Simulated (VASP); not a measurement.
# InSe2 (P4/nmm) in VASP: a series of runs

Runs on InSe2. Level: PBE. Tasks: single point.

Program: VASP 6.6.1. These are calculated values, not measurements. Logs are shortened: lines on timing, memory, paths and dates and some standing lists are left out, and cuts for length are marked.

**1. The cell of the first run**

Symmetry: P4/nmm, No. 129, tetragonal system. The conventional cell has a = 4.198 Å, b = 4.198 Å, c = 10.511 Å, α = 90.00°, β = 90.00°, γ = 90.00°. In (site symmetry 4mm) has 9 Se at 3.06 to 3.76 Å within 4.0 Å. Within 4.0 Å of Se (site symmetry 4mm) lie 5 In at 3.06 to 3.55 Å. Se (site symmetry -4m2) has 4 Se at 2.97 Å and 4 In at 3.76 Å within 3.9 Å.

**2. Single point, PBE (strain +0.080 along x and y, +0.080 along z)**

INCAR

```
PREC = Accurate ; ENCUT = 520
EDIFF = 1E-7 ; ISMEAR = 0
SIGMA = 0.15 ; LREAL = False
LASPH = True ; NELM = 80
ALGO = Normal ; ISIF = 2
LWAVE = False ; LCHARG = False
GGA = PE ; NBANDS = 34
```

KPOINTS

```
regular mesh
0
Gamma
  12 12 6
```

POSCAR

```
InSe2
1.0
    4.1983847344      0.0000000000      0.0000000000
    0.0000000000      4.1983847344      0.0000000000
    0.0000000000      0.0000000000     10.5111377570
In Se
2 4
Direct
    0.0000000000      0.5000000000      0.7035851637
    0.5000000000      0.0000000000      0.2964148363
    0.0000000000      0.5000000000      0.3657877574
    0.5000000000      0.0000000000      0.6342122426
    0.0000000000      0.0000000000      0.0000000000
    0.5000000000      0.5000000000      0.0000000000
```

Potentials or basis: VASP PAW PBE potentials, release 64 (In_d, Se).

Launch:

```console
$ cat potpaw_PBE.64/In_d/POTCAR potpaw_PBE.64/Se/POTCAR > POTCAR
$ mpirun -np 1 vasp_std > vasp.out
```

OUTCAR:

```text
PREC = Accurate
   ENCUT = 520
   EDIFF = 1E-7
   ISMEAR = 0
   LREAL = False
   LASPH = True
   NELM = 80
   ISIF = 2
   GGA = PE

 ion  position               nearest neighbor table
   1  0.000  0.500  0.704-   4 3.06   4 3.06   4 3.06   4 3.06
   2  0.500  0.000  0.296-   3 3.06   3 3.06   3 3.06   3 3.06
   3  0.000  0.500  0.366-   2 3.06   2 3.06   2 3.06   2 3.06
   4  0.500  0.000  0.634-   1 3.06   1 3.06   1 3.06   1 3.06
   5  0.000  0.000  0.000-
   6  0.500  0.500  0.000-

  LATTYP: Found a simple tetragonal cell.
 ALAT       =     4.1983847344
 C/A-ratio  =     2.5036147047

  Lattice vectors:

 A1 = (   4.1983847344,   0.0000000000,   0.0000000000)
 A2 = (   0.0000000000,   4.1983847344,   0.0000000000)
 A3 = (   0.0000000000,   0.0000000000,  10.5111377570)

Analysis of symmetry for initial positions (statically):
=====================================================================
 Subroutine PRICEL returns:
 Original cell was already a primitive cell.

 Routine SETGRP: Setting up the symmetry group for a
 simple tetragonal supercell.

 Subroutine GETGRP returns: Found 16 space group operations
 (whereof  8 operations were pure point group operations)
 out of a pool of 16 trial point group operations.

The static configuration has the point symmetry D_2d.
 The point group associated with its full space group is D_4h.

Analysis of symmetry for dynamics (positions and initial velocities):
=====================================================================
 Subroutine PRICEL returns:
 Original cell was already a primitive cell.

 Routine SETGRP: Setting up the symmetry group for a
 simple tetragonal supercell.

 Subroutine GETGRP returns: Found 16 space group operations
 (whereof  8 operations were pure point group operations)
 out of a pool of 16 trial point group operations.

The dynamic configuration has the point symmetry D_2d.
 The point group associated with its full space group is D_4h.

 Subroutine INISYM returns: Found 16 space group operations
 (whereof  8 operations are pure point group operations),
 and found     1 'primitive' translations

----------------------------------------------------------------------------------------

                                     Primitive cell

  volume of cell :     185.2739
[... 91 lines left out ...]
   ISPIN  =      1    spin polarized calculation?
   LNONCOLLINEAR =      F non collinear calculations
   LSORBIT =      F    spin-orbit coupling
   LASPH  =      T    aspherical Exc in radial PAW
   ENCUT  =  520.0 eV  38.22 Ry    6.18 a.u.   7.81  7.81 19.54*2*pi/ulx,y,z
   NELM   =     80;   NELMIN=  2; NELMDL= -5     # of ELM steps
   EDIFF  = 0.1E-06   stopping-criterion for ELM
   LREAL  =      F    real-space projection
   EDIFFG = 0.1E-05   stopping-criterion for IOM
   NSW    =      0    number of steps for IOM
   IBRION =     -1    ionic relax: 0-MD 1-quasi-New 2-CG
   NFREE  =      0    steps in history (QN), initial steepest desc. (CG)
   ISIF   =      2    stress and relaxation
   ISYM   =      2    0-nonsym 1-usesym 2-fastsym
   POTIM  = 0.5000    time-step for ionic-motion
   TEBEG  =    0.0;   TEEND  =   0.0 temperature during run
   PSTRESS=    0.0 pullay stress
   NELECT =      50.0000    total number of electrons
   NUPDOWN=      -1.0000    fix difference up-down
   EMIN   =  10.00;   EMAX   =-10.00  energy-range for DOS
   EFERMI =   0.00;   METHOD = LEGACY
   ISMEAR =     0;   SIGMA  =   0.15  broadening in eV -4-tet -1-fermi 0-gaus
   EFERMI_NEDOS =   21; number of points for ismear=-14 and -15
   IALGO  =     38    algorithm
   IMIX   =      4    mixing-type and parameters
     AMIX     =   0.40;   BMIX     =  1.00
     AMIX_MAG =   1.60;   BMIX_MAG =  1.00
  volume/ion in A,a.u.               =      30.88       208.38
  Fermi-wavevector in a.u.,A,eV,Ry     =   1.057938  1.999212 15.228079  1.119232
  Thomas-Fermi vector in A             =   2.193229
   LORBIT       =      0    0 simple, 1 ext, 2 COOP (PROOUT), +10 PAW based schemes
   GGA     = PE    functional components
   LHFCALC =     F    Hartree Fock is set to
   AEXX    =    0.0000 exact exchange contribution
   IVDW    =     0    specifies the selected vdW correction
   LEPSILON=     F    determine dielectric tensor
   LRPA    =     F    only Hartree local field effects (RPA)
 non-spin polarized calculation
 Gauss-broadening in eV      SIGMA  =   0.15
  energy-cutoff  :      520.00
  volume of cell :      185.27
 maximum number of plane-waves:      5028
 NGX is ok and might be reduce to    32
   NGX = 15   NGY = 15   NGZ = 39

 number of electron      49.9999998 magnetization

 Free energy of the ion-electron system (eV)
  ---------------------------------------------------
  ext. energy  EPLUGINS =         0.00000000
  ---------------------------------------------------
  free energy    TOTEN  =       -19.21035235 eV

  energy without entropy =      -19.18432391  energy(sigma->0) =      -19.19733813

 E-fermi :   2.5465     XC(G=0):  -8.8050

 val. band max:        2.4902343111   @ k =   0.3333   0.2500   0.5000
 cond. band min:       2.5505950612   @ k =   0.1667   0.0000   0.5000
 fundamental gap:      0.0603607501
 Fermi energy:         2.5465163736

 k-point     1 :       0.0000    0.0000    0.0000
  band No.  band energies     occupation
      1     -11.6675      2.00000
      2     -11.6539      2.00000
      3     -11.5815      2.00000
      4     -11.5815      2.00000
      5     -11.5788      2.00000
      6     -11.5788      2.00000
[... 877 lines left out ...]
     33       7.9920      0.00000
     34       8.4314      0.00000

 [... further k-points ...]
[... 5 lines left out ...]
  --------------------------------------------------------------------------------------
  -------------------------------------------------------------------------------------
  Total      -10.8439105    -10.8439105     -3.7307383      0.0000000      0.0000000      0.0000000
  in kB      -93.7739719    -93.7739719    -32.2619913      0.0000000      0.0000000      0.0000000
  external PRESSURE =     -73.2699784 kB  Pullay stress =       0.0000000 kB

 VOLUME and BASIS-vectors are now :
 -----------------------------------------------------------------------------
  energy-cutoff  :      520.00
  volume of cell :      185.27
      direct lattice vectors                 reciprocal lattice vectors
     4.198384734  0.000000000  0.000000000     0.238186842  0.000000000  0.000000000
     0.000000000  4.198384734  0.000000000     0.000000000  0.238186842  0.000000000
     0.000000000  0.000000000 10.511137757     0.000000000  0.000000000  0.095137180

 POSITION                                       TOTAL-FORCE (eV/Angst)
 -----------------------------------------------------------------------------------
      0.00000      2.09919      7.39548         0.000000      0.000000     -0.362879
      2.09919      0.00000      3.11566        -0.000000      0.000000      0.362879
      0.00000      2.09919      3.84485        -0.000000     -0.000000     -0.214830
      2.09919      0.00000      6.66629         0.000000      0.000000      0.214830
      0.00000      0.00000      0.00000         0.000000     -0.000000     -0.000000
      2.09919      2.09919      0.00000        -0.000000      0.000000     -0.000000
 -----------------------------------------------------------------------------------
    total drift:                                0.000000      0.000000     -0.000000

  FREE ENERGIE OF THE ION-ELECTRON SYSTEM (eV)
  ---------------------------------------------------
  free  energy   TOTEN  =       -19.2103523534 eV

  energy  without entropy=      -19.1843239126  energy(sigma->0) =      -19.19733813
```

stdout:

```text
POSCAR found type information on POSCAR InSe
 POSCAR found :  2 types and       6 ions
 scaLAPACK will be used
 LDA part: xc-table for (Slater+PW92), standard interpolation
 POSCAR, INCAR and KPOINTS ok, starting setup
 FFT: planning ... GRIDC
 FFT: planning ... GRID_SOFT
 FFT: planning ... GRID
 WAVECAR not read
 entering main loop
```

It took 10 min on 1 thread of Oxide Virtual Turin-like, shared host; peak memory 0.63 GiB.

What came out:

- Free energy: -19.2104 eV
- Pressure: -7.3 GPa
- Largest force: 0.363 eV/Å
- Band gap on the k mesh: zero (band 25 reaches 3.04 eV, above the bottom of band 26 at 1.71 eV)

Forces in eV/Å, atoms in the order of the input:
```
In   0.000  0.000 -0.363
In   0.000  0.000  0.363
Se   0.000  0.000 -0.215
Se   0.000  0.000  0.215
Se   0.000  0.000  0.000
Se   0.000  0.000  0.000
```

Stress tensor (GPa, compression positive):
```
-9.38  0.00  0.00
 0.00 -9.38  0.00
 0.00  0.00 -3.23
```

Levels at points of the mesh, in eV from the Fermi level:
```csv
k point,band 21,band 22,band 23,band 24,band 25,band 26,band 27,band 28,band 29,band 30
"(0.00, 0.00, 0.00)",-1.60,-1.60,-1.15,-1.15,0.32,0.48,2.19,2.19,3.54,3.89
"(0.50, 0.00, 0.00)",-1.21,-1.21,-0.91,-0.91,-0.63,-0.63,1.23,1.23,3.00,3.00
"(0.50, 0.50, 0.00)",-2.86,-2.86,-0.97,-0.97,-0.69,-0.69,3.17,3.17,3.26,3.26
"(0.00, 0.00, 0.50)",-1.63,-1.37,-1.12,-1.12,0.32,0.49,2.19,2.19,2.39,4.20
"(0.50, 0.00, 0.50)",-1.21,-1.21,-0.64,-0.64,-0.59,-0.59,1.02,1.02,2.99,2.99
"(0.50, 0.50, 0.50)",-2.71,-2.71,-1.08,-1.08,-0.84,-0.84,3.26,3.26,3.57,3.57
```

Caveat: the cell differs from its parent crystal (strain +0.080 along x and y, +0.080 along z); spin-orbit coupling is left out, which moves the levels of the heavy elements.

**3. Single point, PBE (strain -0.040 along x and y, +0.040 along z)**

INCAR

```
ALGO = Normal
EDIFF = 1E-7
ENCUT = 520
GGA = PE
ISIF = 2
ISMEAR = 0
LASPH = T
LCHARG = F
LREAL = F
LWAVE = F
NBANDS = 34
NELM = 60
PREC = Accurate
SIGMA = 0.15
```

KPOINTS

```
k-points
0
Gamma
  12 12 6
```

Edit POSCAR of step 2 so:

```diff
@@ -2,5 +2,5 @@
 1.0
-    4.1983847344      0.0000000000      0.0000000000
-    0.0000000000      4.1983847344      0.0000000000
-    0.0000000000      0.0000000000     10.5111377570
+    3.7318975417      0.0000000000      0.0000000000
+    0.0000000000      3.7318975417      0.0000000000
+    0.0000000000      0.0000000000     10.1218363586
 In Se
```

Potentials or basis: VASP PAW PBE potentials, release 64 (In_d, Se).

Launch:

```console
$ cat potpaw_PBE.64/In_d/POTCAR potpaw_PBE.64/Se/POTCAR > POTCAR
$ mpirun -np 1 vasp_std > vasp.out
```

Run time: 12 min. Hardware: 1 thread of Oxide Virtual Turin-like, shared host; peak memory 0.51 GiB.

Results (log left out):

```yaml
Free_energy: -20.0047 eV
Pressure: 5.9 GPa
Largest_force: 0.416 eV/Å
Band_gap_on_the_k_mesh: zero (band 25 reaches 6.47 eV, above the bottom of band 26 at 3.97 eV)
```

Forces on the atoms (eV/Å):
```
In   0.000  0.000  0.416
In   0.000  0.000 -0.416
Se   0.000  0.000  0.090
Se   0.000  0.000 -0.090
Se   0.000  0.000  0.000
Se   0.000  0.000  0.000
```

Stress tensor (GPa, compression positive):
```
 9.04  0.00  0.00
 0.00  9.04  0.00
 0.00  0.00 -0.44
```

Levels at points of the mesh, in eV from the Fermi level:
| k point | band 22 | band 23 | band 24 | band 25 | band 26 | band 27 | band 28 | band 29 |
| --- | --- | --- | --- | --- | --- | --- | --- | --- |
| (0.00, 0.00, 0.00) | -2.15 | -2.15 | -1.79 | 0.25 | 0.53 | 2.95 | 3.49 | 3.58 |
| (0.50, 0.00, 0.00) | -1.95 | -1.23 | -1.23 | -1.11 | -1.11 | 1.43 | 1.43 | 3.01 |
| (0.50, 0.50, 0.00) | -3.71 | -1.81 | -1.81 | -1.51 | -1.51 | 2.39 | 2.39 | 3.51 |
| (0.00, 0.00, 0.50) | -2.12 | -2.12 | -1.35 | 0.23 | 0.53 | 1.75 | 3.43 | 3.58 |
| (0.50, 0.00, 0.50) | -1.74 | -1.27 | -1.27 | -1.11 | -1.11 | 0.85 | 0.85 | 3.37 |
| (0.50, 0.50, 0.50) | -3.63 | -1.93 | -1.93 | -1.72 | -1.72 | 2.96 | 2.96 | 4.34 |

Caveat: the cell differs from its parent crystal (strain -0.040 along x and y, +0.040 along z); spin-orbit coupling is left out, which moves the levels of the heavy elements.

[end of part 1 of 2]
